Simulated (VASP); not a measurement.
# ZnSe (lda) (F-43m) in VASP: notebook

The runs below take ZnSe (lda) through single point, relaxation of cell and atoms, with LDA.

Everything below comes from runs of VASP 6.6.1. Logs are shortened: lines on timing, memory, paths and dates and some standing lists are left out, and cuts for length are marked.

## 1. The cell of the first run

Symmetry: F-43m, No. 216, cubic system. Conventional cell: a = 5.668 Å, b = 5.668 Å, c = 5.668 Å, α = 90.00°, β = 90.00°, γ = 90.00°. Within 3.2 Å of Zn (site symmetry -43m) lie 4 Se at 2.45 Å. Se (site symmetry -43m) has 4 Zn at 2.45 Å within 3.2 Å.

## 2. Single point, LDA

Contents of INCAR:

```
SYSTEM = ZnSe
PREC = Accurate
ENCUT = 500
EDIFF = 1E-6
ISMEAR = 0
SIGMA = 0.1
LREAL = .False.
LASPH = .True.
NELM = 120
ALGO = Normal
ISIF = 2
LWAVE = .False.
LCHARG = .False.
GGA = CA
NBANDS = 16
GGA_COMPAT = .False.
```

Contents of KPOINTS:

```
Automatic mesh
0
Gamma
  6 6 6
  0 0 0
```

Contents of POSCAR:

```
ZnSe
1.0
    0.0000000000      2.8340000000      2.8340000000
    2.8340000000      0.0000000000      2.8340000000
    2.8340000000      2.8340000000      0.0000000000
Zn Se
1 1
Direct
    0.0000000000      0.0000000000      0.0000000000
    0.2500000000      0.2500000000      0.2500000000
```

Potentials or basis: VASP PAW LDA potentials, release 64 (Zn, Se).

Run with:

```console
$ cat potpaw_LDA.64/Zn/POTCAR potpaw_LDA.64/Se/POTCAR > POTCAR
$ mpirun -np 1 vasp_std > vasp.out
```

OUTCAR:

```text
SYSTEM = ZnSe
   PREC = Accurate
   ENCUT = 500
   EDIFF = 1E-6
   ISMEAR = 0
   LREAL = .False.
   LASPH = .True.
   NELM = 120
   ISIF = 2
   GGA = CA

 ion  position               nearest neighbor table
   1  0.000  0.000  0.000-   2 2.45   2 2.45   2 2.45   2 2.45
   2  0.250  0.250  0.250-   1 2.45   1 2.45   1 2.45   1 2.45

  LATTYP: Found a face centered cubic cell.
 ALAT       =     5.6680000000

  Lattice vectors:

 A1 = (   0.0000000000,   2.8340000000,   2.8340000000)
 A2 = (   2.8340000000,   0.0000000000,   2.8340000000)
 A3 = (   2.8340000000,   2.8340000000,   0.0000000000)

Analysis of symmetry for initial positions (statically):
=====================================================================
 Subroutine PRICEL returns:
 Original cell was already a primitive cell.

 Routine SETGRP: Setting up the symmetry group for a
 face centered cubic supercell.

 Subroutine GETGRP returns: Found 24 space group operations
 (whereof 24 operations were pure point group operations)
 out of a pool of 48 trial point group operations.

The static configuration has the point symmetry T_d .

Analysis of symmetry for dynamics (positions and initial velocities):
=====================================================================
 Subroutine PRICEL returns:
 Original cell was already a primitive cell.

 Routine SETGRP: Setting up the symmetry group for a
 face centered cubic supercell.

 Subroutine GETGRP returns: Found 24 space group operations
 (whereof 24 operations were pure point group operations)
 out of a pool of 48 trial point group operations.

The dynamic configuration has the point symmetry T_d .

 Subroutine INISYM returns: Found 24 space group operations
 (whereof 24 operations are pure point group operations),
 and found     1 'primitive' translations

----------------------------------------------------------------------------------------

                                     Primitive cell

  volume of cell :      45.5229

  direct lattice vectors                    reciprocal lattice vectors
     0.000000000  2.834000000  2.834000000    -0.176429076  0.176429076  0.176429076
     2.834000000  0.000000000  2.834000000     0.176429076 -0.176429076  0.176429076
     2.834000000  2.834000000  0.000000000     0.176429076  0.176429076 -0.176429076

  length of vectors
     4.007881236  4.007881236  4.007881236     0.305584123  0.305584123  0.305584123

  position of ions in fractional coordinates (direct lattice)
     0.000000000  0.000000000  0.000000000
     0.250000000  0.250000000  0.250000000

  ion indices of the primitive-cell ions
   primitive index   ion index
                 1           1
                 2           2

----------------------------------------------------------------------------------------

 KPOINTS: Automatic mesh

Automatic generation of k-mesh.
 Grid dimensions read from file:
 generate k-points for:    6    6    6

 Generating k-lattice:

  Cartesian coordinates                     Fractional coordinates (reciprocal lattice)
    -0.029404846  0.029404846  0.029404846     0.166666667  0.000000000  0.000000000
     0.029404846 -0.029404846  0.029404846     0.000000000  0.166666667  0.000000000
     0.029404846  0.029404846 -0.029404846     0.000000000  0.000000000  0.166666667

  Length of vectors
     0.050930687  0.050930687  0.050930687

  Shift w.r.t. Gamma in fractional coordinates (k-lattice)
     0.000000000  0.000000000  0.000000000

 Subroutine IBZKPT returns following result:
 ===========================================

 Found     16 irreducible k-points:

 Following reciprocal coordinates:
            Coordinates               Weight
  0.000000  0.000000  0.000000      1.000000
  0.166667  0.000000  0.000000      8.000000
  0.333333  0.000000  0.000000      8.000000
  0.500000  0.000000  0.000000      4.000000
  0.166667  0.166667  0.000000      6.000000
  0.333333  0.166667  0.000000     24.000000
[... 8 lines left out ...]
 -0.333333  0.333333  0.166667     24.000000
 -0.333333  0.500000  0.166667     12.000000
   k-points           NKPTS =     16   k-points in BZ     NKDIM =     16   number of bands    NBANDS=     16
   number of dos      NEDOS =    301   number of ions     NIONS =      2
   total plane-waves  NPLWV =  27000
   dimension x,y,z NGX =    30 NGY =   30 NGZ =   30
   dimension x,y,z NGXF=    60 NGYF=   60 NGZF=   60
   ions per type =               1   1
   NGX,Y,Z   is equivalent  to a cutoff of  12.44, 12.44, 12.44 a.u.
   NGXF,Y,Z  is equivalent  to a cutoff of  24.89, 24.89, 24.89 a.u.
 SYSTEM =  ZnSe
   PREC   = accura    normal or accurate (medium, high low for compatibility)
   ISTART =      0    job   : 0-new  1-cont  2-samecut
   ICHARG =      2    charge: 1-file 2-atom 10-const
   ISPIN  =      1    spin polarized calculation?
   LNONCOLLINEAR =      F non collinear calculations
   LSORBIT =      F    spin-orbit coupling
   LASPH  =      T    aspherical Exc in radial PAW
   ENCUT  =  500.0 eV  36.75 Ry    6.06 a.u.   7.31  7.31  7.31*2*pi/ulx,y,z
   NELM   =    120;   NELMIN=  2; NELMDL= -5     # of ELM steps
   EDIFF  = 0.1E-05   stopping-criterion for ELM
   LREAL  =      F    real-space projection
   EDIFFG = 0.1E-04   stopping-criterion for IOM
   NSW    =      0    number of steps for IOM
   IBRION =     -1    ionic relax: 0-MD 1-quasi-New 2-CG
   NFREE  =      0    steps in history (QN), initial steepest desc. (CG)
   ISIF   =      2    stress and relaxation
   ISYM   =      2    0-nonsym 1-usesym 2-fastsym
   POTIM  = 0.5000    time-step for ionic-motion
   TEBEG  =    0.0;   TEEND  =   0.0 temperature during run
   PSTRESS=    0.0 pullay stress
   NELECT =      18.0000    total number of electrons
   NUPDOWN=      -1.0000    fix difference up-down
   EMIN   =  10.00;   EMAX   =-10.00  energy-range for DOS
   EFERMI =   0.00;   METHOD = LEGACY
   ISMEAR =     0;   SIGMA  =   0.10  broadening in eV -4-tet -1-fermi 0-gaus
   EFERMI_NEDOS =   21; number of points for ismear=-14 and -15
   IALGO  =     38    algorithm
   IMIX   =      4    mixing-type and parameters
     AMIX     =   0.40;   BMIX     =  1.00
     AMIX_MAG =   1.60;   BMIX_MAG =  1.00
  volume/ion in A,a.u.               =      22.76       153.60
  Fermi-wavevector in a.u.,A,eV,Ry     =   1.201589  2.270673 19.644300  1.443815
  Thomas-Fermi vector in A             =   2.337393
   LORBIT       =      0    0 simple, 1 ext, 2 COOP (PROOUT), +10 PAW based schemes
   GGA     = CA    functional components
   LHFCALC =     F    Hartree Fock is set to
   AEXX    =    0.0000 exact exchange contribution
   IVDW    =     0    specifies the selected vdW correction
   LEPSILON=     F    determine dielectric tensor
   LRPA    =     F    only Hartree local field effects (RPA)
 non-spin polarized calculation
 Gauss-broadening in eV      SIGMA  =   0.10
  energy-cutoff  :      500.00
  volume of cell :       45.52
 maximum number of plane-waves:      1173
 NGX is ok and might be reduce to    30
   NGX = 15   NGY = 15   NGZ = 15

 number of electron      18.0000011 magnetization

 Free energy of the ion-electron system (eV)
  ---------------------------------------------------
  ext. energy  EPLUGINS =         0.00000000
  ---------------------------------------------------
  free energy    TOTEN  =        -7.34412701 eV

  energy without entropy =       -7.34412701  energy(sigma->0) =       -7.34412701

 E-fermi :   1.9291     XC(G=0):  -9.6970

 val. band max:        1.5096065270   @ k =   0.0000   0.0000   0.0000
 cond. band min:       2.5748117690   @ k =   0.0000   0.0000   0.0000
 fundamental gap:      1.0652052420
 Fermi energy:         1.9290901796

 k-point     1 :       0.0000    0.0000    0.0000
  band No.  band energies     occupation
      1     -11.7784      2.00000
      2      -5.1703      2.00000
      3      -5.1703      2.00000
      4      -5.1703      2.00000
      5      -4.8116      2.00000
      6      -4.8116      2.00000
[... 8 lines left out ...]
     15      12.9814      0.00000
     16      12.9814      0.00000

 k-point     2 :       0.1667    0.0000    0.0000
  band No.  band energies     occupation
      1     -11.6029      2.00000
      2      -5.1534      2.00000
      3      -5.1442      2.00000
      4      -5.1442      2.00000
      5      -4.8134      2.00000
      6      -4.8134      2.00000
[... 8 lines left out ...]
     15      11.9150      0.00000
     16      12.2708      0.00000

 k-point     3 :       0.3333    0.0000    0.0000
  band No.  band energies     occupation
      1     -11.2089      2.00000
      2      -5.1006      2.00000
      3      -5.1006      2.00000
      4      -4.9981      2.00000
      5      -4.8054      2.00000
      6      -4.8054      2.00000
[... 8 lines left out ...]
     15      12.4951      0.00000
     16      12.4951      0.00000

 k-point     4 :       0.5000    0.0000    0.0000
  band No.  band energies     occupation
      1     -10.9840      2.00000
      2      -5.0849      2.00000
      3      -5.0849      2.00000
      4      -4.7937      2.00000
      5      -4.7937      2.00000
      6      -4.6517      2.00000
[... 8 lines left out ...]
     15      14.5534      0.00000
     16      14.5534      0.00000
[... 172 lines left out ...]
 k-point    14 :       0.5000    0.3333    0.1667
  band No.  band energies     occupation
      1     -10.9356      2.00000
      2      -5.0773      2.00000
      3      -5.0358      2.00000
      4      -4.9350      2.00000
      5      -4.7956      2.00000
      6      -4.7419      2.00000
[... 8 lines left out ...]
     15      14.2506      0.00000
     16      15.7338      0.00000

 k-point    15 :      -0.3333    0.3333    0.1667
  band No.  band energies     occupation
      1     -10.7821      2.00000
      2      -5.0596      2.00000
      3      -5.0072      2.00000
      4      -4.8474      2.00000
      5      -4.8169      2.00000
      6      -4.5644      2.00000
[... 8 lines left out ...]
     15      14.4228      0.00000
     16      15.4802      0.00000

 k-point    16 :      -0.3333    0.5000    0.1667
  band No.  band energies     occupation
      1     -10.7110      2.00000
      2      -5.0726      2.00000
      3      -4.9612      2.00000
      4      -4.8885      2.00000
      5      -4.7973      2.00000
      6      -4.5379      2.00000
[... 8 lines left out ...]
     15      15.2237      0.00000
     16      15.5327      0.00000

------------------------ aborting loop because EDIFF is reached ----------------------------------------

  FORCE on cell =-STRESS in cart. coord.  units (eV):
  Direction    XX          YY          ZZ          XY          YZ          ZX
  --------------------------------------------------------------------------------------
  -------------------------------------------------------------------------------------
  Total       -0.8770268     -0.8770268     -0.8770268      0.0000000      0.0000000     -0.0000000
  in kB      -30.8669623    -30.8669623    -30.8669623      0.0000000      0.0000000     -0.0000000
  external PRESSURE =     -30.8669623 kB  Pullay stress =       0.0000000 kB

 VOLUME and BASIS-vectors are now :
 -----------------------------------------------------------------------------
  energy-cutoff  :      500.00
  volume of cell :       45.52
      direct lattice vectors                 reciprocal lattice vectors
     0.000000000  2.834000000  2.834000000    -0.176429076  0.176429076  0.176429076
     2.834000000  0.000000000  2.834000000     0.176429076 -0.176429076  0.176429076
     2.834000000  2.834000000  0.000000000     0.176429076  0.176429076 -0.176429076

 POSITION                                       TOTAL-FORCE (eV/Angst)
 -----------------------------------------------------------------------------------
      0.00000      0.00000      0.00000         0.000000      0.000000      0.000000
      1.41700      1.41700      1.41700        -0.000000     -0.000000     -0.000000
 -----------------------------------------------------------------------------------
    total drift:                               -0.000001     -0.000001     -0.000001

  FREE ENERGIE OF THE ION-ELECTRON SYSTEM (eV)
  ---------------------------------------------------
  free  energy   TOTEN  =        -7.3441270076 eV

  energy  without entropy=       -7.3441270076  energy(sigma->0) =       -7.34412701
```

Wall time 14 s (1 thread of Intel Xeon 8259CL, shared host); peak memory 0.15 GiB.

What came out:

- Free energy: -7.3441 eV
- Pressure: -3.1 GPa
- Band gap on the k mesh: 1.07 eV, direct

LDA gaps usually lie below the measured ones, often by a third to a half.

## 3. Single point, LDA

This run uses another cell than the first one, of 21.57 Å³/atom, 0.948 times its volume.

Contents of INCAR:

```
SYSTEM = ZnSe
  ALGO = Normal
  EDIFF = 1E-6
  ENCUT = 500
  GGA = CA
  GGA_COMPAT = .FALSE.
  ISIF = 2
  ISMEAR = 0
  LASPH = .TRUE.
  LCHARG = .FALSE.
  LREAL = .FALSE.
  LWAVE = .FALSE.
  NBANDS = 16
  NELM = 120
  PREC = Accurate
  SIGMA = 0.02
```

Contents of KPOINTS:

```
k-points
0
G
  8 8 8
  0 0 0
```

Contents of POSCAR:

```
ZnSe
1.0
    0.0000000000      2.7836763296      2.7836763296
    2.7836763296      0.0000000000      2.7836763296
    2.7836763296      2.7836763296      0.0000000000
Zn Se
1 1
Direct
    0.0000000000      0.0000000000      0.0000000000
    0.2500000000      0.2500000000      0.2500000000
```

Potentials or basis: VASP PAW LDA potentials, release 64 (Zn, Se).

Run with:

```console
$ cat potpaw_LDA.64/Zn/POTCAR potpaw_LDA.64/Se/POTCAR > POTCAR
$ mpirun -np 1 vasp_std > vasp.out
```

Run time: 28 s. Hardware: 1 thread of Intel Xeon 8259CL, shared host; peak memory 0.15 GiB.

Results (log left out):

```
Free energy            : -7.3717 eV
Pressure               : 0.4 GPa
Band gap on the k mesh : 1.29 eV, direct
```

Levels at points of the mesh, in eV from the valence-band top:
| k point | band 6 | band 7 | band 8 | band 9 | band 10 | band 11 | band 12 | band 13 |
| --- | --- | --- | --- | --- | --- | --- | --- | --- |
| (0.00, 0.00, 0.00) | -6.48 | 0.00 | 0.00 | 0.00 | 1.29 | 5.68 | 5.68 | 5.68 |
| (0.50, 0.00, 0.00) | -6.30 | -5.64 | -0.96 | -0.96 | 2.47 | 6.27 | 6.27 | 8.49 |
| (0.50, 0.50, 0.00) | -6.28 | -5.07 | -2.40 | -2.40 | 2.69 | 3.31 | 10.93 | 11.46 |

## 4. Single point, LDA

This run uses another cell than the first one, of 21.57 Å³/atom, 0.948 times its volume.

Changes to INCAR since step 3:

```diff
@@ -15,2 +15,2 @@
   PREC = Accurate
-  SIGMA = 0.02
+  SIGMA = 0.01
```

KPOINTS is that of step 3.

POSCAR is that of step 3.

Run with:

```console
$ cat potpaw_LDA.64/Zn/POTCAR potpaw_LDA.64/Se/POTCAR > POTCAR
$ mpirun -np 1 vasp_std > vasp.out
```

Wall time 33 s (1 thread of Intel Xeon 8259CL, shared host); peak memory 0.15 GiB.

It converged, with:

| Item | Value |
| --- | --- |
| Free energy | -7.3717 eV |
| Pressure | 0.4 GPa |
| Band gap on the k mesh | 1.29 eV, direct |

Levels at points of the mesh, in eV from the valence-band top:
| k point | band 5 | band 6 | band 7 | band 8 | band 9 | band 10 | band 11 | band 12 | band 13 | band 14 |
| --- | --- | --- | --- | --- | --- | --- | --- | --- | --- | --- |
| (0.00, 0.00, 0.00) | -6.48 | -6.48 | 0.00 | 0.00 | 0.00 | 1.29 | 5.68 | 5.68 | 5.68 | 9.86 |
| (0.50, 0.00, 0.00) | -6.46 | -6.30 | -5.64 | -0.96 | -0.96 | 2.47 | 6.27 | 6.27 | 8.49 | 11.01 |
| (0.50, 0.50, 0.00) | -6.42 | -6.28 | -5.07 | -2.40 | -2.40 | 2.69 | 3.31 | 10.93 | 11.46 | 11.46 |

LDA gaps usually lie below the measured ones, often by a third to a half.

## 5. Single point, LDA

This run uses another cell than the first one, of 21.57 Å³/atom, 0.948 times its volume.

Contents of INCAR:

```
PREC = Accurate
ENCUT = 500
EDIFF = 1E-6
ISMEAR = 0
SIGMA = 0.01
LREAL = F
LASPH = T
NELM = 120
ALGO = Normal
ISIF = 2
LWAVE = F
LCHARG = T
LELF = T
LVHAR = T
NBANDS = 16
GGA_COMPAT = F
```

Contents of KPOINTS:

```
regular mesh
0
Gamma
  8 8 8
```

POSCAR is that of step 4.

Run with:

```console
$ cat potpaw_LDA.64/Zn/POTCAR potpaw_LDA.64/Se/POTCAR > POTCAR
$ mpirun -np 1 vasp_std > vasp.out
```

Run time: 35 s. Hardware: 1 thread of Intel Xeon 8259CL, shared host; peak memory 0.16 GiB.

It converged, with:

```yaml
Free_energy: -7.3717 eV
Pressure: 0.4 GPa
Band_gap_on_the_k_mesh: 1.29 eV, direct
```

Levels at points of the mesh, in eV from the valence-band top:
| k point | band 5 | band 6 | band 7 | band 8 | band 9 | band 10 | band 11 | band 12 | band 13 | band 14 |
| --- | --- | --- | --- | --- | --- | --- | --- | --- | --- | --- |
| (0.00, 0.00, 0.00) | -6.48 | -6.48 | 0.00 | 0.00 | 0.00 | 1.29 | 5.68 | 5.68 | 5.68 | 9.86 |
| (0.50, 0.00, 0.00) | -6.46 | -6.30 | -5.64 | -0.96 | -0.96 | 2.47 | 6.27 | 6.27 | 8.49 | 11.01 |
| (0.50, 0.50, 0.00) | -6.42 | -6.28 | -5.07 | -2.40 | -2.40 | 2.69 | 3.31 | 10.93 | 11.46 | 11.46 |

(Continued in part 2 of 2.)
